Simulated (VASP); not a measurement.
# Al4Mo7W5 (P1) in VASP: relaxation of cell and atoms with PBE

Aim: the relaxation of cell and atoms of Al4Mo7W5 with PBE.

Program: VASP 6.6.1. These are calculated values, not measurements. Logs are shortened: lines on timing, memory, paths and dates and some standing lists are left out, and cuts for length are marked.

## Step 1: The cell of the first run

The typed cell holds 16 atoms: a = 6.359 Å, b = 6.359 Å, c = 6.359 Å, α = 90.00°, β = 90.00°, γ = 90.00°.

## Step 2: Relaxation of cell and atoms, PBE

INCAR reads:

```
SYSTEM = Al4Mo7W5
  PREC = Accurate
  ENCUT = 600
  EDIFF = 1E-7
  ISMEAR = 0
  SIGMA = 0.1
  LREAL = Auto
  LASPH = .True.
  NELM = 80
  ALGO = Normal
  ISIF = 3
  LWAVE = .False.
  LCHARG = .False.
  GGA = PE
  IBRION = 2
  NSW = 70
  EDIFFG = -0.04
  ISYM = 0
```

KPOINTS reads:

```
Automatic mesh
0
Gamma
  2 2 2
  0.5 0.5 0.5
```

POSCAR reads:

```
Al4Mo7W5
1.0
    6.3586856800      0.0000000000      0.0000000000
    0.0000000000      6.3586856800      0.0000000000
    0.0000000000      0.0000000000      6.3586856800
Al Mo W
4 7 5
Direct
    0.5028201053      0.0032679572      0.0002263117
    0.0035736757      0.9978938091      0.5001508878
    0.5023977218      0.9966308634      0.5013657468
    0.4995908303      0.5014092460      0.5031164654
    0.0026107245      0.9988063832      0.0004367576
    0.9997393823      0.4989586799      0.0057669342
    0.4977213763      0.4981523813      0.9958106008
    0.7474401992      0.2496983743      0.2529409835
    0.9911483559      0.5038525337      0.5033053407
    0.7506427052      0.7483715876      0.2456841343
    0.7475070417      0.7536172163      0.7484580109
    0.2504991054      0.2523763328      0.2457774742
    0.2538227917      0.7521167942      0.2497123026
    0.2559876319      0.2527392263      0.7530933078
    0.7512197003      0.2510256096      0.7510375868
    0.2503019354      0.7527563413      0.7493406568
```

Potentials or basis: VASP PAW PBE potentials, release 64 (Al, Mo_sv, W_sv).

The run is started by

```bash
$ cat potpaw_PBE.64/Al/POTCAR potpaw_PBE.64/Mo_sv/POTCAR potpaw_PBE.64/W_sv/POTCAR > POTCAR
$ mpirun -np 1 vasp_std > vasp.out
```

OUTCAR:

```text
SYSTEM = Al4Mo7W5
   PREC = Accurate
   ENCUT = 600
   EDIFF = 1E-7
   ISMEAR = 0
   LREAL = Auto
   LASPH = .True.
   NELM = 80
   ISIF = 3
   GGA = PE
   IBRION = 2
   NSW = 70
   EDIFFG = -0.04
   ISYM = 0

 ion  position               nearest neighbor table
   1  0.503  0.003  0.000-  14 2.73   8 2.73  15 2.74  11 2.74  12 2.74  10 2.75  13 2.75  16 2.77
                             7 3.15   3 3.17   5 3.18   5 3.18   3 3.19   7 3.21
   2  0.004  0.998  0.500-  16 2.72  13 2.74  11 2.75   8 2.77  12 2.77  15 2.78  10 2.78  14 2.79
                             9 3.14   3 3.17   5 3.18   5 3.18   3 3.19   9 3.22
   3  0.502  0.997  0.501-  11 2.70  16 2.73  13 2.73   8 2.74  10 2.76  15 2.76  14 2.77  12 2.80
                             4 3.15   2 3.17   1 3.17   2 3.19   1 3.19   4 3.21
   4  0.500  0.501  0.503-  14 2.73  11 2.74  16 2.74   8 2.75  13 2.75  15 2.75  12 2.77  10 2.77
                             9 3.13   7 3.13   3 3.15   3 3.21   7 3.23   9 3.23
   5  0.003  0.999  0.000-  16 2.73  12 2.74  13 2.74  10 2.74  11 2.76  15 2.76  14 2.77   8 2.78
                             2 3.18   1 3.18   6 3.18   6 3.18   1 3.18   2 3.18
   6  1.000  0.499  0.006-  12 2.71  10 2.71   8 2.75  15 2.76  13 2.76  14 2.77  16 2.79  11 2.81
                             9 3.16   7 3.17   5 3.18   5 3.18   7 3.19   9 3.20
   7  0.498  0.498  0.996-  14 2.68  12 2.73  15 2.74  16 2.75  13 2.76  11 2.76  10 2.76   8 2.77
                             4 3.13   1 3.15   6 3.17   6 3.19   1 3.21   4 3.23
   8  0.747  0.250  0.253-   1 2.73   3 2.74   9 2.75   6 2.75   4 2.75   2 2.77   7 2.77   5 2.78
                            12 3.16  15 3.17  10 3.17  10 3.19  15 3.19  12 3.20
   9  0.991  0.504  0.503-  11 2.71  15 2.72  10 2.73   8 2.75  16 2.77  13 2.81  14 2.81  12 2.82
                             4 3.13   2 3.14   6 3.16   6 3.20   2 3.22   4 3.23
  10  0.751  0.748  0.246-   6 2.71   9 2.73   5 2.74   1 2.75   3 2.76   7 2.76   4 2.77   2 2.78
                            13 3.16  11 3.16   8 3.17   8 3.19  11 3.20  13 3.20
  11  0.748  0.754  0.748-   3 2.70   9 2.71   4 2.74   1 2.74   2 2.75   5 2.76   7 2.76   6 2.81
                            16 3.16  10 3.16  15 3.16  15 3.20  16 3.20  10 3.20
  12  0.250  0.252  0.246-   6 2.71   7 2.73   5 2.74   1 2.74   4 2.77   2 2.77   3 2.80   9 2.82
                            14 3.13   8 3.16  13 3.18  13 3.18   8 3.20  14 3.23
  13  0.254  0.752  0.250-   3 2.73   2 2.74   5 2.74   1 2.75   4 2.75   6 2.76   7 2.76   9 2.81
                            10 3.16  16 3.18  12 3.18  12 3.18  16 3.18  10 3.20
  14  0.256  0.253  0.753-   7 2.68   4 2.73   1 2.73   3 2.77   5 2.77   6 2.77   2 2.79   9 2.81
                            12 3.13  15 3.15  16 3.18  16 3.18  15 3.21  12 3.23
  15  0.751  0.251  0.751-   9 2.72   1 2.74   7 2.74   4 2.75   6 2.76   3 2.76   5 2.76   2 2.78
                            14 3.15  11 3.16   8 3.17   8 3.19  11 3.20  14 3.21
  16  0.250  0.753  0.749-   2 2.72   3 2.73   5 2.73   4 2.74   7 2.75   1 2.77   9 2.77   6 2.79
                            11 3.16  13 3.18  14 3.18  14 3.18  13 3.18  11 3.20

IMPORTANT INFORMATION: All symmetrisations will be switched off!
NOSYMM: (Re-)initialisation of all symmetry stuff for point group C_1.

----------------------------------------------------------------------------------------

                                     Primitive cell

  volume of cell :     257.1000

  direct lattice vectors                    reciprocal lattice vectors
     6.358685680  0.000000000  0.000000000     0.157265204  0.000000000  0.000000000
     0.000000000  6.358685680  0.000000000     0.000000000  0.157265204  0.000000000
     0.000000000  0.000000000  6.358685680     0.000000000  0.000000000  0.157265204

  length of vectors
     6.358685680  6.358685680  6.358685680     0.157265204  0.157265204  0.157265204

  position of ions in fractional coordinates (direct lattice)
     0.502820105  0.003267957  0.000226312
     0.003573676  0.997893809  0.500150888
     0.502397722  0.996630863  0.501365747
     0.499590830  0.501409246  0.503116465
     0.002610725  0.998806383  0.000436758
     0.999739382  0.498958680  0.005766934
[... 8 lines left out ...]
     0.751219700  0.251025610  0.751037587
     0.250301935  0.752756341  0.749340657

  ion indices of the primitive-cell ions
   primitive index   ion index
                 1           1
                 2           2
                 3           3
                 4           4
                 5           5
                 6           6
[... 8 lines left out ...]
                15          15
                16          16

----------------------------------------------------------------------------------------

 KPOINTS: Automatic mesh

Automatic generation of k-mesh.
 Grid dimensions read from file:
 generate k-points for:    2    2    2

[... 22 lines left out ...]
 -0.250000 -0.250000  0.250000      2.000000
  0.250000 -0.250000  0.250000      2.000000
   k-points           NKPTS =      4   k-points in BZ     NKDIM =      4   number of bands    NBANDS=    108
   number of dos      NEDOS =    301   number of ions     NIONS =     16
   total plane-waves  NPLWV = 157464
   dimension x,y,z NGX =    54 NGY =   54 NGZ =   54
   dimension x,y,z NGXF=   108 NGYF=  108 NGZF=  108
   ions per type =               4   7   5
   NGX,Y,Z   is equivalent  to a cutoff of  14.12, 14.12, 14.12 a.u.
   NGXF,Y,Z  is equivalent  to a cutoff of  28.24, 28.24, 28.24 a.u.
 SYSTEM =  Al4Mo7W5
   PREC   = accura    normal or accurate (medium, high low for compatibility)
   ISTART =      0    job   : 0-new  1-cont  2-samecut
   ICHARG =      2    charge: 1-file 2-atom 10-const
   ISPIN  =      1    spin polarized calculation?
   LNONCOLLINEAR =      F non collinear calculations
   LSORBIT =      F    spin-orbit coupling
   LASPH  =      T    aspherical Exc in radial PAW
   ENCUT  =  600.0 eV  44.10 Ry    6.64 a.u.  12.70 12.70 12.70*2*pi/ulx,y,z
   NELM   =     80;   NELMIN=  2; NELMDL= -5     # of ELM steps
   EDIFF  = 0.1E-06   stopping-criterion for ELM
   LREAL  =      T    real-space projection
   EDIFFG = -.4E-01   stopping-criterion for IOM
   NSW    =     70    number of steps for IOM
   IBRION =      2    ionic relax: 0-MD 1-quasi-New 2-CG
   NFREE  =      1    steps in history (QN), initial steepest desc. (CG)
   ISIF   =      3    stress and relaxation
   ISYM   =      0    0-nonsym 1-usesym 2-fastsym
   POTIM  = 0.5000    time-step for ionic-motion
   TEBEG  =    0.0;   TEEND  =   0.0 temperature during run
   PSTRESS=    0.0 pullay stress
   NELECT =     180.0000    total number of electrons
   NUPDOWN=      -1.0000    fix difference up-down
   EMIN   =  10.00;   EMAX   =-10.00  energy-range for DOS
   EFERMI =   0.00;   METHOD = LEGACY
   ISMEAR =     0;   SIGMA  =   0.10  broadening in eV -4-tet -1-fermi 0-gaus
   EFERMI_NEDOS =   21; number of points for ismear=-14 and -15
   IALGO  =     38    algorithm
   IMIX   =      4    mixing-type and parameters
     AMIX     =   0.40;   BMIX     =  1.00
     AMIX_MAG =   1.60;   BMIX_MAG =  1.00
  volume/ion in A,a.u.               =      16.07       108.44
  Fermi-wavevector in a.u.,A,eV,Ry     =   1.453667  2.747033 28.751126  2.113148
  Thomas-Fermi vector in A             =   2.570907
   LORBIT       =      0    0 simple, 1 ext, 2 COOP (PROOUT), +10 PAW based schemes
   GGA     = PE    functional components
   LHFCALC =     F    Hartree Fock is set to
   AEXX    =    0.0000 exact exchange contribution
   IVDW    =     0    specifies the selected vdW correction
   LEPSILON=     F    determine dielectric tensor
   LRPA    =     F    only Hartree local field effects (RPA)
 conjugate gradient relaxation of ions
 non-spin polarized calculation
 Gauss-broadening in eV      SIGMA  =   0.10
  energy-cutoff  :      600.00
  volume of cell :      257.10
 maximum number of plane-waves:      8598
 NGX is ok and might be reduce to    50
   NGX = 25   NGY = 25   NGZ = 25

--------------------------------------- Ionic step        1  -------------------------------------------

 number of electron     180.0000005 magnetization

 Free energy of the ion-electron system (eV)
  ---------------------------------------------------
  ext. energy  EPLUGINS =         0.00000000
  ---------------------------------------------------
  free energy    TOTEN  =      -154.55079409 eV

  energy without entropy =     -154.53940842  energy(sigma->0) =     -154.54510126

------------------------ aborting loop because EDIFF is reached ----------------------------------------

  FORCE on cell =-STRESS in cart. coord.  units (eV):
  Direction    XX          YY          ZZ          XY          YZ          ZX
  --------------------------------------------------------------------------------------
  -------------------------------------------------------------------------------------
  Total       -9.4825133     -9.2987389     -9.1561007     -0.1606214     -0.1249764      0.0146975
  in kB      -59.0924462    -57.9472144    -57.0583316     -1.0009489     -0.7788191      0.0915909
  external PRESSURE =     -58.0326641 kB  Pullay stress =       0.0000000 kB
[... 131 lines left out ...]
  FREE ENERGIE OF THE ION-ELECTRON SYSTEM (eV)
  ---------------------------------------------------
  free  energy   TOTEN  =      -154.7201703816 eV

  energy  without entropy=     -154.7122587316  energy(sigma->0) =     -154.71621456

[... ionic steps 4 to 8 ...]

--------------------------------------- Ionic step        9  -------------------------------------------

 number of electron     180.0000000 magnetization

------------------------ aborting loop because EDIFF is reached ----------------------------------------
[... 95 lines left out ...]
--------------------------------------- Ionic step       11  -------------------------------------------

 number of electron     180.0000002 magnetization

 Free energy of the ion-electron system (eV)
  ---------------------------------------------------
  ext. energy  EPLUGINS =         0.00000000
  ---------------------------------------------------
  free energy    TOTEN  =      -154.80267164 eV

  energy without entropy =     -154.79541086  energy(sigma->0) =     -154.79904125

 E-fermi :  11.0044     XC(G=0): -12.7380

 val. band max:       10.8368998622   @ k =  -0.2500  -0.2500   0.2500
 cond. band min:      11.1666580900   @ k =   0.2500   0.2500   0.2500
 fundamental gap:      0.3297582277
 Fermi energy:        11.0043755734

 k-point     1 :       0.2500    0.2500    0.2500
  band No.  band energies     occupation
      1     -62.8905      2.00000
      2     -62.8523      2.00000
      3     -62.8361      2.00000
      4     -62.8342      2.00000
      5     -62.8015      2.00000
      6     -49.9846      2.00000
[... 409 lines left out ...]
    101      12.7827      0.00000
    102      13.0440      0.00000
 [bands above 102 left out]

------------------------ aborting loop because EDIFF is reached ----------------------------------------

  FORCE on cell =-STRESS in cart. coord.  units (eV):
  Direction    XX          YY          ZZ          XY          YZ          ZX
  --------------------------------------------------------------------------------------
  -------------------------------------------------------------------------------------
  Total        0.0883374      0.0390941      0.0048023     -0.0116968     -0.0163287     -0.0056876
  in kB        0.5644423      0.2497962      0.0306847     -0.0747384     -0.1043343     -0.0363418
  external PRESSURE =       0.2816411 kB  Pullay stress =       0.0000000 kB
[... 31 lines left out ...]
  FREE ENERGIE OF THE ION-ELECTRON SYSTEM (eV)
  ---------------------------------------------------
  free  energy   TOTEN  =      -154.8026716378 eV

  energy  without entropy=     -154.7954108637  energy(sigma->0) =     -154.79904125

 reached required accuracy - stopping structural energy minimisation
```

Run time: 46 min. Hardware: 1 thread of AMD EPYC 7R13 (Zen 3), shared host; peak memory 0.48 GiB.

Results:

```yaml
Free_energy: -154.8027 eV
Relaxed_volume: 15.67 Å³/atom
Relaxed_cell: a = 6.308 Å, b = 6.304 Å, c = 6.305 Å, α = 89.99°, β = 89.99°, γ = 89.99°
Space_group_after_relaxing_to_0.05_Å: Cm (No. 8)
Energy_gained_by_relaxing: 15.7 meV/atom
Ionic_steps: 11
Pressure_after_relaxing: 0.0 GPa
Largest_force_after_relaxing: 0.034 eV/Å
Band_gap_on_the_k_mesh: 0.33 eV, indirect (least direct gap 0.35 eV)
```

Forces in eV/Å, atoms in the order of the input:
```
Al   0.001 -0.015  0.001
Al  -0.002  0.012  0.012
Al  -0.027  0.016  0.013
Al  -0.001 -0.011 -0.009
Mo  -0.011 -0.003 -0.018
Mo  -0.005  0.004 -0.002
Mo   0.015  0.014  0.005
Mo   0.008  0.008 -0.012
Mo   0.021 -0.016  0.005
Mo  -0.010  0.009  0.006
Mo  -0.006  0.003  0.002
W   -0.002 -0.015 -0.005
W    0.011 -0.003  0.003
W    0.000 -0.003 -0.001
W    0.002  0.004  0.007
W    0.008 -0.005 -0.007
```

The path:
```csv
step,energy change (eV),largest force (eV/Å),pressure (GPa),volume (Å³)
1,0.0000,0.8248,-5.80,257.10
2,0.4407,0.4566,15.49,236.05
3,-0.1694,0.6300,0.73,249.57
4,-0.1695,0.6251,0.88,249.40
5,-0.2335,0.2532,0.47,249.98
6,-0.2409,0.1809,0.34,250.26
7,-0.2485,0.0864,-0.68,251.46
8,-0.2485,0.0874,-0.66,251.44
9,-0.2505,0.0837,0.40,250.37
10,-0.2514,0.0502,0.02,250.75
11,-0.2519,0.0340,0.03,250.75
```

Final structure:
```
CELL_PARAMETERS angstrom
6.30830 0.00053 0.00049
0.00053 6.30409 0.00051
0.00049 0.00052 6.30523
ATOMIC_POSITIONS crystal
Al 0.50148 0.00138 0.00075
Al 0.99972 0.99943 0.49899
Al 0.49878 0.00065 0.50082
Al 0.50175 0.50178 0.50104
Mo 0.00045 0.99991 0.00113
Mo 0.00201 0.49996 0.99981
Mo 0.50324 0.50011 0.99988
Mo 0.75112 0.25161 0.24997
Mo 0.99982 0.50137 0.49941
Mo 0.75175 0.74892 0.24824
Mo 0.75169 0.75007 0.75165
W 0.24791 0.25459 0.24785
W 0.24911 0.74833 0.24788
W 0.24720 0.25342 0.75278
W 0.75353 0.25228 0.75195
W 0.24746 0.74787 0.75406
```

Levels at points of the mesh, in eV from the valence-band top:
| k point | band 87 | band 88 | band 89 | band 90 | band 91 | band 92 | band 93 | band 94 |
| --- | --- | --- | --- | --- | --- | --- | --- | --- |
| (0.25, 0.25, 0.25) | -0.35 | -0.22 | -0.03 | -0.02 | 0.33 | 0.38 | 0.38 | 0.66 |

Caveat: spin-orbit coupling is left out, which moves the levels of the heavy elements.
